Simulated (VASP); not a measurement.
Input of a VASP 6.6.1 run:

INCAR

```
PREC = Accurate
ENCUT = 1000
EDIFF = 1E-6
ISMEAR = 0
SIGMA = 0.1
LREAL = Auto
LASPH = T
NELM = 120
ALGO = Normal
ISIF = 2
LWAVE = F
LCHARG = F
LDIPOL = T
IDIPOL = 3
DIPOL = 0.5 0.5 0.312
GGA = PE
NBANDS = 36
GGA_COMPAT = F
NELMDL = -8
```

Contents of KPOINTS:

```
Automatic mesh
0
Gamma
  6 6 1
```

The input POSCAR:

```
Be16CO
1.0
    4.5254381410      0.0000000000      0.0000000000
   -2.2627190705      3.9191443934      0.0000000000
    0.0000000000      0.0000000000     23.4761687145
Be C O
16 1 1
Direct
    0.3333333333      0.1666666667      0.1703855535
    0.3333333333      0.6666666667      0.1703855535
    0.8333333333      0.1666666667      0.1703855535
    0.8333333333      0.6666666667      0.1703855535
    0.1666666667      0.3333333333      0.2463521558
    0.1666666667      0.8333333333      0.2463521558
    0.6666666667      0.3333333333      0.2463521558
    0.6666666667      0.8333333333      0.2463521558
    0.3333333333      0.1666666667      0.3241941575
    0.3333333333      0.6666666667      0.3241941575
    0.8333333333      0.1666666667      0.3241941575
    0.8333333333      0.6666666667      0.3241941575
    0.1666666667      0.3333333333      0.4036505628
    0.1666666667      0.8333333333      0.4036505628
    0.6666666667      0.3333333333      0.4036505628
    0.6666666667      0.8333333333      0.4036505628
    0.1666666667      0.3333333333      0.4939549062
    0.1666666667      0.3333333333      0.5433667167
```

Potentials or basis: VASP PAW PBE potentials, release 64 (Be, C_h, O_h).

Run with:

```console
$ cat potpaw_PBE.64/Be/POTCAR potpaw_PBE.64/C_h/POTCAR potpaw_PBE.64/O_h/POTCAR > POTCAR
$ mpirun -np 1 vasp_std > vasp.out
```

**Question.** What does it give for the band gap on the k mesh?

**Answer.** Zero (bands 21 and 22 overlap by 1.64 eV).

**Question.** What does it give for the largest force?

**Answer.** 2.001 eV/Å.

Forces in eV/Å, atoms in the order of the input:
```
Be  -0.011  0.006 -0.176
Be   0.000 -0.013 -0.176
Be   0.011  0.006 -0.176
Be   0.000  0.000 -0.200
Be   0.000  0.000  0.480
Be  -0.025 -0.014  0.236
Be   0.000  0.028  0.236
Be   0.025 -0.014  0.236
Be   0.227 -0.131  0.062
Be   0.000  0.262  0.062
Be  -0.227 -0.131  0.062
Be   0.000  0.000 -0.190
Be   0.000  0.000  2.001
Be  -0.005 -0.003 -0.382
Be   0.000  0.006 -0.382
Be   0.005 -0.003 -0.382
C    0.000  0.000  0.085
O    0.000  0.000 -1.397
```
